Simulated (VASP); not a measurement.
# Cs3Pt (Pm-3m) in VASP: a series of runs

Runs on Cs3Pt. Level: LDA. Tasks: single point, relaxation of cell and atoms.

Program: VASP 6.6.1. These are calculated values, not measurements. Logs are shortened: lines on timing, memory, paths and dates and some standing lists are left out, and cuts for length are marked.

### 1 The cell of the first run

The structure is cubic, space group Pm-3m (No. 221). The conventional cell has a = 5.219 Å, b = 5.219 Å, c = 5.219 Å, α = 90.00°, β = 90.00°, γ = 90.00°. Cs (site symmetry 4/mmm) has 8 Cs at 3.69 Å and 4 Pt at 3.69 Å within 4.8 Å. Within 4.8 Å of Pt (site symmetry m-3m) lie 12 Cs at 3.69 Å.

### 2 Single point, LDA

INCAR reads:

```
PREC     = Accurate       # precision mode
ENCUT    = 520            # plane-wave cutoff, eV
EDIFF    = 1E-7           # SCF threshold, eV
ISMEAR   = 1              # smearing method
SIGMA    = 0.05           # smearing width, eV
LREAL    = False          # projectors in reciprocal space
LASPH    = True           # aspherical terms in the spheres
NELM     = 60             # most SCF steps
ALGO     = Normal         # electronic algorithm
ISIF     = 2              # what is computed and relaxed
LWAVE    = False          # write WAVECAR
LCHARG   = True           # write CHGCAR
GGA      = CA             # functional
LELF     = True           # ELF
LVHAR    = True         
NBANDS   = 26             # bands
```

KPOINTS reads:

```
Automatic mesh
0
Gamma
  4 4 4
```

POSCAR reads:

```
Cs3Pt
1.0
    5.2193112941      0.0000000000      0.0000000000
    0.0000000000      5.2193112941      0.0000000000
    0.0000000000      0.0000000000      5.2193112941
Cs Pt
3 1
Direct
    0.0000000000      0.0000000000      0.5000000000
    0.0000000000      0.5000000000      0.0000000000
    0.5000000000      0.0000000000      0.0000000000
    0.5000000000      0.5000000000      0.5000000000
```

Potentials or basis: VASP PAW LDA potentials, release 64 (Cs_sv, Pt).

The run is started by

```bash
cat potpaw_LDA.64/Cs_sv/POTCAR potpaw_LDA.64/Pt/POTCAR > POTCAR
mpirun -np 1 vasp_std > vasp.out
```

OUTCAR:

```text
PREC = Accurate
   ENCUT = 520
   EDIFF = 1E-7
   ISMEAR = 1
   LREAL = False
   LASPH = True
   NELM = 60
   ISIF = 2
   GGA = CA

 ion  position               nearest neighbor table
   1  0.000  0.000  0.500-
   2  0.000  0.500  0.000-
   3  0.500  0.000  0.000-
   4  0.500  0.500  0.500-

  LATTYP: Found a simple cubic cell.
 ALAT       =     5.2193112941

  Lattice vectors:

 A1 = (   5.2193112941,   0.0000000000,   0.0000000000)
 A2 = (   0.0000000000,   5.2193112941,   0.0000000000)
 A3 = (   0.0000000000,   0.0000000000,   5.2193112941)

Analysis of symmetry for initial positions (statically):
=====================================================================
 Subroutine PRICEL returns:
 Original cell was already a primitive cell.

 Routine SETGRP: Setting up the symmetry group for a
 simple cubic supercell.

 Subroutine GETGRP returns: Found 48 space group operations
 (whereof 48 operations were pure point group operations)
 out of a pool of 48 trial point group operations.

The static configuration has the point symmetry O_h .

Analysis of symmetry for dynamics (positions and initial velocities):
=====================================================================
 Subroutine PRICEL returns:
 Original cell was already a primitive cell.

 Routine SETGRP: Setting up the symmetry group for a
 simple cubic supercell.

 Subroutine GETGRP returns: Found 48 space group operations
 (whereof 48 operations were pure point group operations)
 out of a pool of 48 trial point group operations.

The dynamic configuration has the point symmetry O_h .

 Subroutine INISYM returns: Found 48 space group operations
 (whereof 48 operations are pure point group operations),
 and found     1 'primitive' translations

----------------------------------------------------------------------------------------

                                     Primitive cell

  volume of cell :     142.1804

  direct lattice vectors                    reciprocal lattice vectors
     5.219311294  0.000000000  0.000000000     0.191596160  0.000000000  0.000000000
[... 69 lines left out ...]
   ISPIN  =      1    spin polarized calculation?
   LNONCOLLINEAR =      F non collinear calculations
   LSORBIT =      F    spin-orbit coupling
   LASPH  =      T    aspherical Exc in radial PAW
   ENCUT  =  520.0 eV  38.22 Ry    6.18 a.u.   9.70  9.70  9.70*2*pi/ulx,y,z
   NELM   =     60;   NELMIN=  2; NELMDL= -5     # of ELM steps
   EDIFF  = 0.1E-06   stopping-criterion for ELM
   LREAL  =      F    real-space projection
   EDIFFG = 0.1E-05   stopping-criterion for IOM
   NSW    =      0    number of steps for IOM
   IBRION =     -1    ionic relax: 0-MD 1-quasi-New 2-CG
   NFREE  =      0    steps in history (QN), initial steepest desc. (CG)
   ISIF   =      2    stress and relaxation
   ISYM   =      2    0-nonsym 1-usesym 2-fastsym
   POTIM  = 0.5000    time-step for ionic-motion
   TEBEG  =    0.0;   TEEND  =   0.0 temperature during run
   PSTRESS=    0.0 pullay stress
   NELECT =      37.0000    total number of electrons
   NUPDOWN=      -1.0000    fix difference up-down
   EMIN   =  10.00;   EMAX   =-10.00  energy-range for DOS
   EFERMI =   0.00;   METHOD = LEGACY
   ISMEAR =     1;   SIGMA  =   0.05  broadening in eV -4-tet -1-fermi 0-gaus
   EFERMI_NEDOS =   21; number of points for ismear=-14 and -15
   IALGO  =     38    algorithm
   IMIX   =      4    mixing-type and parameters
     AMIX     =   0.40;   BMIX     =  1.00
     AMIX_MAG =   1.60;   BMIX_MAG =  1.00
  volume/ion in A,a.u.               =      35.55       239.87
  Fermi-wavevector in a.u.,A,eV,Ry     =   1.045191  1.975124 14.863326  1.092424
  Thomas-Fermi vector in A             =   2.179976
   LORBIT       =      0    0 simple, 1 ext, 2 COOP (PROOUT), +10 PAW based schemes
   GGA     = CA    functional components
   LHFCALC =     F    Hartree Fock is set to
   AEXX    =    0.0000 exact exchange contribution
   IVDW    =     0    specifies the selected vdW correction
   LEPSILON=     F    determine dielectric tensor
   LRPA    =     F    only Hartree local field effects (RPA)
 non-spin polarized calculation
 Methfessel and Paxton  Order N= 1 SIGMA  =   0.05
  energy-cutoff  :      520.00
  volume of cell :      142.18
 maximum number of plane-waves:      3887
 NGX is ok and might be reduce to    40
   NGX = 19   NGY = 19   NGZ = 19

 number of electron      36.9999995 magnetization

 Free energy of the ion-electron system (eV)
  ---------------------------------------------------
  ext. energy  EPLUGINS =         0.00000000
  ---------------------------------------------------
  free energy    TOTEN  =        -9.97702452 eV

  energy without entropy =       -9.97567229  energy(sigma->0) =       -9.97657377

 E-fermi :   4.6266     XC(G=0):  -9.3913

 val. band max:        4.4154858998   @ k =   0.2500   0.2500   0.0000
 cond. band min:       4.6483983234   @ k =   0.5000   0.2500   0.0000
 fundamental gap:      0.2329124235
 Fermi energy:         4.6265670171

 k-point     1 :       0.0000    0.0000    0.0000
  band No.  band energies     occupation
      1     -19.3538      2.00000
      2     -18.6985      2.00000
      3     -18.6985      2.00000
      4      -7.0065      2.00000
      5      -7.0065      2.00000
      6      -7.0065      2.00000
[... 279 lines left out ...]
     25       7.8336      0.00000
     26       7.8336      0.00000

------------------------ aborting loop because EDIFF is reached ----------------------------------------

  FORCE on cell =-STRESS in cart. coord.  units (eV):
  Direction    XX          YY          ZZ          XY          YZ          ZX
  --------------------------------------------------------------------------------------
  -------------------------------------------------------------------------------------
  Total        0.1950127      0.1950127      0.1950127     -0.0000000      0.0000000     -0.0000000
  in kB        2.1975257      2.1975257      2.1975257     -0.0000000      0.0000000     -0.0000000
  external PRESSURE =       2.1975257 kB  Pullay stress =       0.0000000 kB

 VOLUME and BASIS-vectors are now :
 -----------------------------------------------------------------------------
  energy-cutoff  :      520.00
  volume of cell :      142.18
      direct lattice vectors                 reciprocal lattice vectors
     5.219311294  0.000000000  0.000000000     0.191596160  0.000000000  0.000000000
     0.000000000  5.219311294  0.000000000     0.000000000  0.191596160  0.000000000
     0.000000000  0.000000000  5.219311294     0.000000000  0.000000000  0.191596160

 POSITION                                       TOTAL-FORCE (eV/Angst)
 -----------------------------------------------------------------------------------
      0.00000      0.00000      2.60966         0.000000      0.000000      0.000000
      0.00000      2.60966      0.00000         0.000000      0.000000      0.000000
      2.60966      0.00000      0.00000         0.000000      0.000000      0.000000
      2.60966      2.60966      2.60966         0.000000      0.000000      0.000000
 -----------------------------------------------------------------------------------
    total drift:                                0.000000      0.000000     -0.000000

  FREE ENERGIE OF THE ION-ELECTRON SYSTEM (eV)
  ---------------------------------------------------
  free  energy   TOTEN  =        -9.9770245153 eV

  energy  without entropy=       -9.9756722852  energy(sigma->0) =       -9.97657377
```

OSZICAR:

```text
N       E                     dE             d eps       ncg     rms          rms(c)
DAV:   1     0.238684567289E+03    0.23868E+03   -0.15646E+04   520   0.121E+03
DAV:   2     0.604242228816E+01   -0.23264E+03   -0.22446E+03   718   0.223E+02
DAV:   3    -0.106595662630E+02   -0.16702E+02   -0.16637E+02   662   0.635E+01
DAV:   4    -0.108476023535E+02   -0.18804E+00   -0.18789E+00   616   0.745E+00
DAV:   5    -0.108494512520E+02   -0.18489E-02   -0.18485E-02   634   0.755E-01    0.310E+00
DAV:   6    -0.101415317948E+02    0.70792E+00   -0.23351E+00   564   0.509E+00    0.283E+00
DAV:   7    -0.100292118678E+02    0.11232E+00   -0.50001E-01   554   0.280E+00    0.102E+00
DAV:   8    -0.998029705435E+01    0.48915E-01   -0.81582E-02   580   0.117E+00    0.332E-01
DAV:   9    -0.997721056269E+01    0.30865E-02   -0.10774E-02   608   0.459E-01    0.165E-01
DAV:  10    -0.997705080737E+01    0.15976E-03   -0.12163E-03   600   0.152E-01    0.278E-02
DAV:  11    -0.997702687906E+01    0.23928E-04   -0.17449E-04   584   0.530E-02    0.135E-02
DAV:  12    -0.997702450234E+01    0.23767E-05   -0.14687E-05   616   0.152E-02    0.247E-03
DAV:  13    -0.997702451531E+01   -0.12966E-07   -0.76935E-07   566   0.369E-03
   1 F= -.99770245E+01 E0= -.99765738E+01  d E =-.135223E-02
```

stdout:

```text
POSCAR found type information on POSCAR CsPt
 POSCAR found :  2 types and       4 ions
 scaLAPACK will be used
 LDA part: xc-table for (Slater(with rela. corr.)+CA(PZ))
 , standard interpolation
 POSCAR, INCAR and KPOINTS ok, starting setup
 FFT: planning ... GRIDC
 FFT: planning ... GRID_SOFT
 FFT: planning ... GRID
 WAVECAR not read
 entering main loop
```

Wall time 52 s (1 thread of Intel Xeon 8259CL, shared host); peak memory 0.21 GiB.

Results:

```yaml
Free_energy: -9.9770 eV
Pressure: 0.2 GPa
Band_gap_on_the_k_mesh: zero (an odd number of electrons rules out a gap without spin polarisation)
```

Caveat: spin-orbit coupling is left out, which moves the levels of the heavy elements.

### 3 Relaxation of cell and atoms, LDA

This run uses another cell than the first one, of 48.22 Å³/atom.

INCAR reads:

```
SYSTEM = Cs3Pt
  ALGO = Normal
  EDIFF = 1E-7
  EDIFFG = -0.01
  ENCUT = 600
  GGA = CA
  IBRION = 2
  ISIF = 3
  ISMEAR = 1
  LASPH = .TRUE.
  LCHARG = .FALSE.
  LREAL = .FALSE.
  LWAVE = .FALSE.
  NELM = 100
  NSW = 60
  PREC = Accurate
  SIGMA = 0.05
```

KPOINTS reads:

```
k-points
0
G
  4 4 4
  0 0 0
```

POSCAR reads:

```
Cs3Pt
1.0
    5.7776530000      0.0000000000      0.0000000000
    0.0000000000      5.7776530000      0.0000000000
    0.0000000000      0.0000000000      5.7776530000
Cs Pt
3 1
Direct
    0.0000000000      0.0000000000      0.5000000000
    0.0000000000      0.5000000000      0.0000000000
    0.5000000000      0.0000000000      0.0000000000
    0.5000000000      0.5000000000      0.5000000000
```

Potentials or basis: VASP PAW LDA potentials, release 64 (Cs_sv, Pt).

The run is started by

```bash
cat potpaw_LDA.64/Cs_sv/POTCAR potpaw_LDA.64/Pt/POTCAR > POTCAR
mpirun -np 1 vasp_std > vasp.out
```

Run time: 5.8 min. Hardware: 1 thread of Intel Xeon 8259CL, shared host; peak memory 0.29 GiB.

The run converged. Its results:

| Property | Result |
| --- | --- |
| Free energy | -9.9800 eV |
| Relaxed volume | 36.07 Å³/atom |
| Relaxed cell | a = 5.245 Å, b = 5.245 Å, c = 5.245 Å, α = 90.00°, β = 90.00°, γ = 90.00° |
| Space group after relaxing (to 0.1 Å) | Pm-3m (No. 221) |
| Energy gained by relaxing | 121.2 meV/atom |
| Ionic steps | 5 |
| Pressure after relaxing | 0.0 GPa |
| Band gap on the k mesh | zero (an odd number of electrons rules out a gap without spin polarisation) |

Step by step:
| step | energy change (eV) | largest force (eV/Å) | pressure (GPa) | volume (Å³) |
| --- | --- | --- | --- | --- |
| 1 | 0.0000 | 0.0000 | -2.37 | 192.87 |
| 2 | -0.2636 | 0.0000 | -1.97 | 173.63 |
| 3 | -0.4732 | 0.0000 | -0.62 | 149.82 |
| 4 | -0.4823 | 0.0000 | 0.32 | 141.59 |
| 5 | -0.4847 | 0.0000 | -0.02 | 144.27 |

Final structure:
```cif
data_structure
_symmetry_space_group_name_H-M 'P 1'
_symmetry_Int_Tables_number 1
_cell_length_a 5.2448
_cell_length_b 5.2448
_cell_length_c 5.2448
_cell_angle_alpha 90.000
_cell_angle_beta 90.000
_cell_angle_gamma 90.000
_cell_volume 144.27
loop_
_atom_site_label
_atom_site_type_symbol
_atom_site_fract_x
_atom_site_fract_y
_atom_site_fract_z
_atom_site_occupancy
Cs1 Cs 0.00000 0.00000 0.50000 1
Cs2 Cs 0.00000 0.50000 0.00000 1
Cs3 Cs 0.50000 0.00000 0.00000 1
Pt1 Pt 0.50000 0.50000 0.50000 1
```

Levels at points of the mesh, in eV from the Fermi level:
| k point | band 14 | band 15 | band 16 | band 17 | band 18 | band 19 | band 20 | band 21 | band 22 |
| --- | --- | --- | --- | --- | --- | --- | --- | --- | --- |
| (0.00, 0.00, 0.00) | -2.47 | -2.47 | -2.28 | -2.28 | -2.28 | -1.50 | 1.16 | 1.16 | 1.16 |
| (0.50, 0.00, 0.00) | -2.18 | -2.03 | -1.83 | -1.83 | -1.81 | -0.72 | 0.25 | 1.07 | 1.34 |
| (0.50, 0.50, 0.00) | -2.08 | -1.87 | -1.83 | -1.83 | -1.80 | 0.41 | 0.86 | 0.86 | 1.63 |
| (0.50, 0.50, 0.50) | -2.23 | -2.23 | -2.23 | -1.90 | -1.90 | 0.90 | 0.90 | 0.90 | 2.86 |

Caveat: the volume moved by over 15 % at a fixed basis, so the end points are rough; spin-orbit coupling is left out, which moves the levels of the heavy elements.
